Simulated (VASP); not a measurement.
# GaGe3 (P6_3/mmc) in VASP: a series of runs

The runs below take GaGe3 through single point, with PBE.

All numbers are computed with VASP 6.6.1; they aren't measurements. Logs are shortened: lines on timing, memory, paths and dates and some standing lists are left out, and cuts for length are marked.

## Step 1: The cell of the first run

Symmetry: P6_3/mmc, No. 194, hexagonal system. The conventional cell has a = 5.985 Å, b = 5.985 Å, c = 5.035 Å, α = 90.00°, β = 90.00°, γ = 120.00°. Ge (site symmetry mm2) has 8 Ge at 2.94 to 3.05 Å and 4 Ga at 2.99 to 3.07 Å within 3.9 Å. Ga (site symmetry -6m2) has 12 Ge at 2.99 to 3.07 Å within 3.9 Å.

## Step 2: Single point, PBE

INCAR

```
ALGO = Normal
EDIFF = 1E-6
ENCUT = 520
GGA = PE
ISIF = 2
ISMEAR = -1
LASPH = T
LCHARG = F
LREAL = F
LWAVE = F
NBANDS = 65
NELM = 60
PREC = Accurate
SIGMA = 0.05
```

KPOINTS

```
k-points
0
Gamma
  5 5 5
```

POSCAR

```
GaGe3
1.0
    5.9850359054      0.0000000000      0.0000000000
   -2.9925179527      5.1831931366      0.0000000000
    0.0000000000      0.0000000000      5.0349520000
Ge Ga
6 2
Direct
    0.1635615050      0.3271230100      0.2500000000
    0.1635615050      0.8364384950      0.2500000000
    0.6728769900      0.8364384950      0.2500000000
    0.8364384950      0.6728769900      0.7500000000
    0.8364384950      0.1635615050      0.7500000000
    0.3271230100      0.1635615050      0.7500000000
    0.3333333333      0.6666666667      0.7500000000
    0.6666666667      0.3333333333      0.2500000000
```

Potentials or basis: VASP PAW PBE potentials, release 64 (Ge_d, Ga_d).

Command:

```console
cat potpaw_PBE.64/Ge_d/POTCAR potpaw_PBE.64/Ga_d/POTCAR > POTCAR
mpirun -np 1 vasp_std > vasp.out
```

OUTCAR:

```text
EDIFF = 1E-6
   ENCUT = 520
   GGA = PE
   ISIF = 2
   ISMEAR = -1
   LASPH = T
   LREAL = F
   NELM = 60
   PREC = Accurate

 ion  position               nearest neighbor table
   1  0.164  0.327  0.250-
   2  0.164  0.836  0.250-
   3  0.673  0.836  0.250-
   4  0.836  0.673  0.750-
   5  0.836  0.164  0.750-
   6  0.327  0.164  0.750-
   7  0.333  0.667  0.750-
   8  0.667  0.333  0.250-

  LATTYP: Found a hexagonal cell.
 ALAT       =     5.9850359054
 C/A-ratio  =     0.8412567743

  Lattice vectors:

 A1 = (   5.9850359054,   0.0000000000,   0.0000000000)
 A2 = (  -2.9925179527,   5.1831931366,   0.0000000000)
 A3 = (   0.0000000000,   0.0000000000,   5.0349520000)

Analysis of symmetry for initial positions (statically):
=====================================================================
 Subroutine PRICEL returns:
 Original cell was already a primitive cell.

 Routine SETGRP: Setting up the symmetry group for a
 hexagonal supercell.

 Subroutine GETGRP returns: Found 24 space group operations
 (whereof 12 operations were pure point group operations)
 out of a pool of 24 trial point group operations.

The static configuration has the point symmetry D_3d.
 The point group associated with its full space group is D_6h.

Analysis of symmetry for dynamics (positions and initial velocities):
=====================================================================
 Subroutine PRICEL returns:
 Original cell was already a primitive cell.

 Routine SETGRP: Setting up the symmetry group for a
 hexagonal supercell.

 Subroutine GETGRP returns: Found 24 space group operations
 (whereof 12 operations were pure point group operations)
 out of a pool of 24 trial point group operations.

The dynamic configuration has the point symmetry D_3d.
 The point group associated with its full space group is D_6h.

 Subroutine INISYM returns: Found 24 space group operations
 (whereof 12 operations are pure point group operations),
 and found     1 'primitive' translations

----------------------------------------------------------------------------------------

                                     Primitive cell

  volume of cell :     156.1923

  direct lattice vectors                    reciprocal lattice vectors
     5.985035905  0.000000000  0.000000000     0.167083375  0.096465632  0.000000000
    -2.992517953  5.183193137  0.000000000     0.000000000  0.192931263  0.000000000
     0.000000000  0.000000000  5.034952000     0.000000000  0.000000000  0.198611625

  length of vectors
     5.985035905  5.985035905  5.034952000     0.192931263  0.192931263  0.198611625

  position of ions in fractional coordinates (direct lattice)
     0.163561505  0.327123010  0.250000000
     0.163561505  0.836438495  0.250000000
     0.672876990  0.836438495  0.250000000
     0.836438495  0.672876990  0.750000000
     0.836438495  0.163561505  0.750000000
     0.327123010  0.163561505  0.750000000
     0.333333333  0.666666667  0.750000000
     0.666666667  0.333333333  0.250000000

  ion indices of the primitive-cell ions
   primitive index   ion index
                 1           1
                 2           2
                 3           3
                 4           4
                 5           5
                 6           6
                 7           7
                 8           8

----------------------------------------------------------------------------------------

 KPOINTS: k-points

Automatic generation of k-mesh.
 Grid dimensions read from file:
 generate k-points for:    5    5    5

 Generating k-lattice:

  Cartesian coordinates                     Fractional coordinates (reciprocal lattice)
     0.033416675  0.019293126  0.000000000     0.200000000 -0.000000000  0.000000000
     0.000000000  0.038586253  0.000000000     0.000000000  0.200000000  0.000000000
     0.000000000  0.000000000  0.039722325     0.000000000  0.000000000  0.200000000

  Length of vectors
     0.038586253  0.038586253  0.039722325

  Shift w.r.t. Gamma in fractional coordinates (k-lattice)
     0.000000000  0.000000000  0.000000000

 Subroutine IBZKPT returns following result:
 ===========================================

 Found     15 irreducible k-points:

 Following reciprocal coordinates:
            Coordinates               Weight
  0.000000  0.000000  0.000000      1.000000
  0.200000  0.000000  0.000000      6.000000
  0.400000  0.000000  0.000000      6.000000
  0.200000  0.200000  0.000000      6.000000
  0.400000  0.200000  0.000000      6.000000
  0.000000  0.000000  0.200000      2.000000
  0.200000  0.000000  0.200000     12.000000
  0.400000  0.000000  0.200000     12.000000
  0.200000  0.200000  0.200000     12.000000
  0.400000  0.200000  0.200000     12.000000
  0.000000  0.000000  0.400000      2.000000
  0.200000  0.000000  0.400000     12.000000
  0.400000  0.000000  0.400000     12.000000
  0.200000  0.200000  0.400000     12.000000
  0.400000  0.200000  0.400000     12.000000
   k-points           NKPTS =     15   k-points in BZ     NKDIM =     15   number of bands    NBANDS=     65
   number of dos      NEDOS =    301   number of ions     NIONS =      8
   total plane-waves  NPLWV =  92160
   dimension x,y,z NGX =    48 NGY =   48 NGZ =   40
   dimension x,y,z NGXF=    96 NGYF=   96 NGZF=   80
   ions per type =               6   2
   NGX,Y,Z   is equivalent  to a cutoff of  13.33, 13.33, 13.21 a.u.
   NGXF,Y,Z  is equivalent  to a cutoff of  26.67, 26.67, 26.41 a.u.
 SYSTEM =  unknown system
   PREC   = accura    normal or accurate (medium, high low for compatibility)
   ISTART =      0    job   : 0-new  1-cont  2-samecut
   ICHARG =      2    charge: 1-file 2-atom 10-const
   ISPIN  =      1    spin polarized calculation?
   LNONCOLLINEAR =      F non collinear calculations
   LSORBIT =      F    spin-orbit coupling
   LASPH  =      T    aspherical Exc in radial PAW
   ENCUT  =  520.0 eV  38.22 Ry    6.18 a.u.  11.13 11.13  9.36*2*pi/ulx,y,z
   NELM   =     60;   NELMIN=  2; NELMDL= -5     # of ELM steps
   EDIFF  = 0.1E-05   stopping-criterion for ELM
   LREAL  =      F    real-space projection
[... 7 lines left out ...]
   TEBEG  =    0.0;   TEEND  =   0.0 temperature during run
   PSTRESS=    0.0 pullay stress
   NELECT =     110.0000    total number of electrons
   NUPDOWN=      -1.0000    fix difference up-down
   EMIN   =  10.00;   EMAX   =-10.00  energy-range for DOS
   EFERMI =   0.00;   METHOD = LEGACY
   ISMEAR =    -1;   SIGMA  =   0.05  broadening in eV -4-tet -1-fermi 0-gaus
   EFERMI_NEDOS =   21; number of points for ismear=-14 and -15
   IALGO  =     38    algorithm
   IMIX   =      4    mixing-type and parameters
     AMIX     =   0.40;   BMIX     =  1.00
     AMIX_MAG =   1.60;   BMIX_MAG =  1.00
  volume/ion in A,a.u.               =      19.52       131.75
  Fermi-wavevector in a.u.,A,eV,Ry     =   1.456529  2.752441 28.864456  2.121478
  Thomas-Fermi vector in A             =   2.573437
   LORBIT       =      0    0 simple, 1 ext, 2 COOP (PROOUT), +10 PAW based schemes
   GGA     = PE    functional components
   LHFCALC =     F    Hartree Fock is set to
   AEXX    =    0.0000 exact exchange contribution
   IVDW    =     0    specifies the selected vdW correction
   LEPSILON=     F    determine dielectric tensor
   LRPA    =     F    only Hartree local field effects (RPA)
 non-spin polarized calculation
  energy-cutoff  :      520.00
  volume of cell :      156.19
 maximum number of plane-waves:      4249
 NGX is ok and might be reduce to    48
   NGX = 23   NGY = 23   NGZ = 19

 number of electron     109.9999949 magnetization

 Free energy of the ion-electron system (eV)
  ---------------------------------------------------
  ext. energy  EPLUGINS =         0.00000000
  ---------------------------------------------------
  free energy    TOTEN  =       -30.79120700 eV

  energy without entropy =      -30.75148968  energy(sigma->0) =      -30.77134834

 E-fermi :   6.1117     XC(G=0): -11.0584

 val. band max:        6.0997190884   @ k =   0.4000   0.0000   0.2000
 cond. band min:       6.1212052588   @ k =   0.4000   0.0000   0.4000
 fundamental gap:      0.0214861705
 Fermi energy:         6.1117204588

 k-point     1 :       0.0000    0.0000    0.0000
  band No.  band energies     occupation
      1     -18.6459      2.00000
      2     -18.6344      2.00000
      3     -18.6344      2.00000
      4     -18.6273      2.00000
      5     -18.6171      2.00000
      6     -18.6096      2.00000
[... 57 lines left out ...]
     64       9.7979      0.00000
     65      13.0744      0.00000

 k-point     2 :       0.2000    0.0000    0.0000
  band No.  band energies     occupation
      1     -18.6401      2.00000
      2     -18.6313      2.00000
      3     -18.6259      2.00000
      4     -18.6237      2.00000
      5     -18.6129      2.00000
      6     -18.6066      2.00000
[... 57 lines left out ...]
     64       9.8047      0.00000
     65      11.2779      0.00000

 k-point     3 :       0.4000    0.0000    0.0000
  band No.  band energies     occupation
      1     -18.6347      2.00000
      2     -18.6167      2.00000
      3     -18.6157      2.00000
      4     -18.6127      2.00000
      5     -18.6096      2.00000
      6     -18.6057      2.00000
[... 805 lines left out ...]
     64      10.0149      0.00000
     65      10.9441      0.00000

 k-point    15 :       0.4000    0.2000    0.4000
  band No.  band energies     occupation
      1     -18.6235      2.00000
      2     -18.6199      2.00000
      3     -18.6143      2.00000
      4     -18.6098      2.00000
      5     -18.6074      2.00000
      6     -18.6066      2.00000
[... 57 lines left out ...]
     64       9.6839      0.00000
     65      10.0133      0.00000

------------------------ aborting loop because EDIFF is reached ----------------------------------------

  FORCE on cell =-STRESS in cart. coord.  units (eV):
  Direction    XX          YY          ZZ          XY          YZ          ZX
  --------------------------------------------------------------------------------------
  -------------------------------------------------------------------------------------
  Total       -0.8073253     -0.8073253     -0.6967431     -0.0000000      0.0000000      0.0000000
  in kB       -8.2813213     -8.2813213     -7.1470003     -0.0000000      0.0000000      0.0000000
  external PRESSURE =      -7.9032143 kB  Pullay stress =       0.0000000 kB

 VOLUME and BASIS-vectors are now :
 -----------------------------------------------------------------------------
  energy-cutoff  :      520.00
  volume of cell :      156.19
      direct lattice vectors                 reciprocal lattice vectors
     5.985035905  0.000000000  0.000000000     0.167083375  0.096465632  0.000000000
    -2.992517953  5.183193137  0.000000000     0.000000000  0.192931263  0.000000000
     0.000000000  0.000000000  5.034952000     0.000000000  0.000000000  0.198611625

 POSITION                                       TOTAL-FORCE (eV/Angst)
 -----------------------------------------------------------------------------------
     -0.00000      1.69554      1.25874        -0.000000      0.177928     -0.000000
     -1.52414      4.33542      1.25874         0.154091     -0.088964      0.000000
      1.52414      4.33542      1.25874        -0.154091     -0.088964     -0.000000
      2.99252      3.48765      3.77621         0.000000     -0.177928      0.000000
      4.51665      0.84777      3.77621        -0.154091      0.088964      0.000000
      1.46838      0.84777      3.77621         0.154091      0.088964      0.000000
     -0.00000      3.45546      3.77621        -0.000000      0.000000      0.000000
      2.99252      1.72773      1.25874         0.000000     -0.000000      0.000000
 -----------------------------------------------------------------------------------
    total drift:                               -0.000000      0.000000     -0.000000

  FREE ENERGIE OF THE ION-ELECTRON SYSTEM (eV)
  ---------------------------------------------------
  free  energy   TOTEN  =       -30.7912070003 eV

  energy  without entropy=      -30.7514896770  energy(sigma->0) =      -30.77134834
```

Run time: 82 s. Hardware: 1 thread of Intel Xeon 6975P-C (Granite Rapids), shared host; peak memory 0.35 GiB.

What came out:

```
Free energy            : -30.7912 eV
Pressure               : -0.8 GPa
Largest force          : 0.178 eV/Å
Band gap on the k mesh : zero (bands 55 and 56 overlap by 1.15 eV)
```

Forces in eV/Å, atoms in the order of the input:
```
Ge   0.000  0.178  0.000
Ge   0.154 -0.089  0.000
Ge  -0.154 -0.089  0.000
Ge   0.000 -0.178  0.000
Ge  -0.154  0.089  0.000
Ge   0.154  0.089  0.000
Ga   0.000  0.000  0.000
Ga   0.000  0.000  0.000
```

Stress tensor (GPa, compression positive):
```
-0.83  0.00  0.00
 0.00 -0.83  0.00
 0.00  0.00 -0.71
```

Levels at points of the mesh, in eV from the Fermi level:
| k point | band 53 | band 54 | band 55 | band 56 | band 57 | band 58 |
| --- | --- | --- | --- | --- | --- | --- |
| (0.00, 0.00, 0.00) | -1.25 | -1.25 | -1.01 | -0.80 | -0.80 | 0.53 |

## Step 3: Single point, PBE

This run uses another cell than the first one, of 19.91 Å³/atom.

INCAR

```
ALGO = Normal ; EDIFF = 1E-6
ENCUT = 520 ; GGA = PE
ISIF = 2 ; ISMEAR = -1
LASPH = T ; LCHARG = F
LREAL = F ; LWAVE = F
NBANDS = 65 ; NELM = 80
PREC = Accurate ; SIGMA = 0.05
```

KPOINTS is that of step 2.

POSCAR: that of step 2 with these lines changed.

```diff
@@ -2,5 +2,5 @@
 1.0
-    5.9850359054      0.0000000000      0.0000000000
-   -2.9925179527      5.1831931366      0.0000000000
-    0.0000000000      0.0000000000      5.0349520000
+    6.0246730599      0.0000000000      0.0000000000
+   -3.0123365300      5.2175199193      0.0000000000
+    0.0000000000      0.0000000000      5.0682970247
 Ge Ga
```

Potentials or basis: VASP PAW PBE potentials, release 64 (Ge_d, Ga_d).

Command:

```console
cat potpaw_PBE.64/Ge_d/POTCAR potpaw_PBE.64/Ga_d/POTCAR > POTCAR
mpirun -np 1 vasp_std > vasp.out
```

OUTCAR:

```text
EDIFF = 1E-6
   ENCUT = 520
   GGA = PE
   ISIF = 2
   ISMEAR = -1
   LASPH = T
   LREAL = F
   NELM = 80
   PREC = Accurate

 ion  position               nearest neighbor table
   1  0.164  0.327  0.250-
   2  0.164  0.836  0.250-
   3  0.673  0.836  0.250-
   4  0.836  0.673  0.750-
   5  0.836  0.164  0.750-
   6  0.327  0.164  0.750-
   7  0.333  0.667  0.750-
   8  0.667  0.333  0.250-

  LATTYP: Found a hexagonal cell.
 ALAT       =     6.0246730599
 C/A-ratio  =     0.8412567743

  Lattice vectors:

 A1 = (   6.0246730599,   0.0000000000,   0.0000000000)
 A2 = (  -3.0123365300,   5.2175199193,   0.0000000000)
 A3 = (   0.0000000000,   0.0000000000,   5.0682970247)

[... 173 lines left out ...]
  ---------------------------------------------------
  free energy    TOTEN  =       -30.76642831 eV

  energy without entropy =      -30.72427878  energy(sigma->0) =      -30.74535354

 E-fermi :   5.9212     XC(G=0): -10.9609

 val. band max:        5.9029539069   @ k =   0.4000   0.0000   0.2000
 cond. band min:       5.9377029432   @ k =   0.4000   0.0000   0.4000
 fundamental gap:      0.0347490363
 Fermi energy:         5.9212405178

 k-point     1 :       0.0000    0.0000    0.0000
  band No.  band energies     occupation
      1     -18.8373      2.00000
      2     -18.8265      2.00000
      3     -18.8265      2.00000
      4     -18.8197      2.00000
      5     -18.8101      2.00000
      6     -18.8033      2.00000
[... 1009 lines left out ...]
     64       9.4419      0.00000
     65       9.7571      0.00000

------------------------ aborting loop because EDIFF is reached ----------------------------------------

  FORCE on cell =-STRESS in cart. coord.  units (eV):
  Direction    XX          YY          ZZ          XY          YZ          ZX
  --------------------------------------------------------------------------------------
  -------------------------------------------------------------------------------------
  Total       -1.9446598     -1.9446598     -1.7062980      0.0000000      0.0000000      0.0000000
  in kB      -19.5566547    -19.5566547    -17.1595469      0.0000000      0.0000000      0.0000000
  external PRESSURE =     -18.7576188 kB  Pullay stress =       0.0000000 kB

 VOLUME and BASIS-vectors are now :
 -----------------------------------------------------------------------------
  energy-cutoff  :      520.00
  volume of cell :      159.32
      direct lattice vectors                 reciprocal lattice vectors
     6.024673060  0.000000000  0.000000000     0.165984111  0.095830971  0.000000000
    -3.012336530  5.217519919  0.000000000     0.000000000  0.191661942  0.000000000
     0.000000000  0.000000000  5.068297025     0.000000000  0.000000000  0.197304932

 POSITION                                       TOTAL-FORCE (eV/Angst)
 -----------------------------------------------------------------------------------
     -0.00000      1.70677      1.26707        -0.000000      0.146521      0.000000
     -1.53423      4.36413      1.26707         0.126891     -0.073260     -0.000000
      1.53423      4.36413      1.26707        -0.126891     -0.073260     -0.000000
      3.01234      3.51075      3.80122         0.000000     -0.146521     -0.000000
      4.54657      0.85339      3.80122        -0.126891      0.073260      0.000000
      1.47811      0.85339      3.80122         0.126891      0.073260      0.000000
     -0.00000      3.47835      3.80122         0.000000     -0.000000      0.000000
      3.01234      1.73917      1.26707         0.000000     -0.000000      0.000000
 -----------------------------------------------------------------------------------
    total drift:                               -0.000000      0.000000     -0.000000

  FREE ENERGIE OF THE ION-ELECTRON SYSTEM (eV)
  ---------------------------------------------------
  free  energy   TOTEN  =       -30.7664283078 eV

  energy  without entropy=      -30.7242787812  energy(sigma->0) =      -30.74535354
```

Wall time 76 s (1 thread of Intel Xeon 6975P-C (Granite Rapids), shared host); peak memory 0.36 GiB.

Results:

```yaml
Free_energy: -30.7664 eV
Pressure: -1.9 GPa
Largest_force: 0.147 eV/Å
Band_gap_on_the_k_mesh: zero (bands 55 and 56 overlap by 1.08 eV)
```

Forces in eV/Å, atoms in the order of the input:
```
Ge   0.000  0.147  0.000
Ge   0.127 -0.073  0.000
Ge  -0.127 -0.073  0.000
Ge   0.000 -0.147  0.000
Ge  -0.127  0.073  0.000
Ge   0.127  0.073  0.000
Ga   0.000  0.000  0.000
Ga   0.000  0.000  0.000
```

Stress tensor (GPa, compression positive):
```
-1.96  0.00  0.00
 0.00 -1.96  0.00
 0.00  0.00 -1.72
```

Levels at points of the mesh, in eV from the Fermi level:
| k point | band 51 | band 52 | band 53 | band 54 | band 55 | band 56 | band 57 | band 58 | band 59 | band 60 |
| --- | --- | --- | --- | --- | --- | --- | --- | --- | --- | --- |
| (0.00, 0.00, 0.00) | -2.63 | -1.44 | -1.24 | -1.24 | -1.08 | -0.78 | -0.78 | 0.55 | 1.70 | 1.70 |

[end of part 1 of 2]

The gap in the log of VASP goes by the Fermi energy; the results here count the filled bands.